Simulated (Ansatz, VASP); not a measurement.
MgO: VASP beside Ansatz

Contents of INCAR:

```
SYSTEM = MgO
  ALGO = Normal
  EDIFF = 1E-6
  ENCUT = 750
  GGA_COMPAT = .FALSE.
  ISIF = 2
  ISMEAR = 0
  LASPH = .TRUE.
  LCHARG = .FALSE.
  LREAL = .FALSE.
  LWAVE = .FALSE.
  NBANDS = 15
  NELM = 120
  PREC = Accurate
  SIGMA = 0.05
```

File KPOINTS:

```
k-points
0
G
  9 9 8
  0 0 0
```

File POSCAR:

```
MgO
1.0
    2.8498802763      0.0000000000      0.0000000000
   -1.4249401382      2.4680687170      0.0000000000
    0.0000000000      0.0000000000      2.7198752000
Mg O
1 1
Direct
    0.0000000000      0.0000000000      0.0000000000
    0.3333333333      0.6666666667      0.5000000000
```

Input for Ansatz:

```yaml
crystal:
  lattice:
    - [2.8498802763, 0.0, 0.0]
    - [-1.4249401382, 2.468068717, 0.0]
    - [0.0, 0.0, 2.7198752]
  atoms:
    - { symbol: Mg, position: [0.0, 0.0, 0.0] }
    - { symbol: O, position: [0.3333333333, 0.6666666667, 0.5] }
basis:
  ecutwfc: 420
kpoints:
  mp_grid: { grid: [9, 9, 8] }
hamiltonian:
  xc: lda
scf:
  occupations: { method: gaussian, width: 0.05 }
output:
  forces: true
  stress: true
  eigenvalues: true
```

Change from the starting cell: strain -0.030 along x and y, +0.015 along z, atoms carried along.

Alike in both runs: task single point; functional LDA; k mesh 9 × 9 × 8; occupations gaussian, width 0.05 eV; no spin polarisation.

|  | VASP | Ansatz |
| --- | --- | --- |
| version | VASP 6.6.1 | Ansatz 0.2.0 |
| potentials or method | VASP PAW LDA potentials, release 64 (Mg_sv, O), cutoff 750 eV | scalar-relativistic, plane waves, PAW |
| valence electrons in the cell | 16 | 16 |

Ansatz gave:

- gap on the k mesh at the Fermi level (eV): 3.09
- least direct gap on the mesh (eV): 3.53
- pressure (GPa): -4.2
- traceless stress, the component that is largest in VASP (GPa): -16.66

Task: Which values does VASP return?

Result: gap on the k mesh at the Fermi level (eV): 3.10; least direct gap on the mesh (eV): 3.55; pressure (GPa): -4.3; traceless stress, the component that is largest in VASP (GPa): -16.53.

LDA's correlation is that of Perdew and Zunger in VASP and of Perdew and Wang (1992) in Ansatz.
